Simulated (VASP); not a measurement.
**WS2: single point with LDA**

The system is WS2.

```
CELL_PARAMETERS angstrom
-1.57900 -2.73491 0.00000
1.57900 -2.73491 0.00000
-0.31580 -0.54698 18.48999
ATOMIC_POSITIONS crystal
W 0.85810 0.00000 0.70950
W 0.32477 0.33333 0.04283
W 0.59143 0.66667 0.37617
S 0.90804 0.00000 0.45980
S 0.17471 0.33333 0.79313
S 0.64137 0.66667 0.12647
S 0.94190 0.00000 0.29050
S 0.20857 0.33333 0.62383
S 0.47523 0.66667 0.95717
```

```yaml
Program: VASP 6.6.1
Task: single point
Functional: LDA
Potentials_or_basis: VASP PAW LDA potentials, release 64 (W_sv, S)
Cutoff: 520 eV
k_mesh: 10 × 10 × 2
Occupations: gaussian, width 0.05 eV
Spin: no spin polarisation
Dipole_correction: no
Further_INCAR_settings: ALGO = Normal; EDIFF = 1e-06; NBANDS = 49
```

```json
{"Pressure": "0.8 GPa", "Largest force": "6.923 eV/Å", "Band gap on the k mesh": "0.17 eV (least direct gap 0.19 eV)"}
```

Forces in eV/Å, atoms in the order of the input:
```
W   -0.004 -0.007 -0.578
W    0.990  5.276  4.041
W    0.001  0.002 -0.592
S   -0.001  0.000  0.067
S    0.003 -0.006  0.077
S   -0.479  0.252  0.092
S   -0.002  0.005  0.519
S   -0.002 -0.001  0.518
S   -0.506 -5.521 -4.145
```

Stress tensor (GPa, compression positive):
```
-2.19 -1.40  0.08
-1.40  0.29  9.28
 0.08  9.28  4.38
```

Levels at points of the mesh, in eV from the valence-band top:
```
           k point  band 35  band 36  band 37  band 38  band 39  band 40  band 41  band 42  band 43  band 44
(0.00, 0.00, 0.00)    -1.52    -1.26    -0.63    -0.25    -0.03     0.17     1.71     2.20     2.20     2.26
(0.50, 0.00, 0.00)    -1.89    -1.83    -1.63    -1.57    -0.39     2.00     2.21     2.23     2.25     2.45
(0.50, 0.50, 0.00)    -1.92    -1.83    -1.66    -1.55    -0.87     2.06     2.22     2.25     2.56     2.62
(0.00, 0.50, 0.00)    -1.93    -1.83    -1.65    -1.56     0.00     1.14     2.22     2.25     2.37     2.61
(0.00, 0.00, 0.50)    -2.12    -0.83    -0.72    -0.31    -0.04     0.18     1.71     2.20     2.20     2.26
(0.50, 0.00, 0.50)    -1.93    -1.80    -1.67    -1.55    -0.39     2.00     2.21     2.22     2.25     2.44
(0.50, 0.50, 0.50)    -1.93    -1.83    -1.64    -1.56    -0.87     2.06     2.22     2.25     2.51     2.67
(0.00, 0.50, 0.50)    -1.93    -1.83    -1.66    -1.56     0.00     1.14     2.22     2.25     2.37     2.61
```

It took 16 min on 1 thread of Oxide Virtual Turin-like Processor, with other jobs on the host, peak memory 0.6 GiB.

Caveat: spin-orbit coupling is left out, which moves the levels of the heavy elements; forces of over 1 eV/Å act on the atoms, so gaps and moduli don't describe the material at rest. A k mesh can miss the band edges.
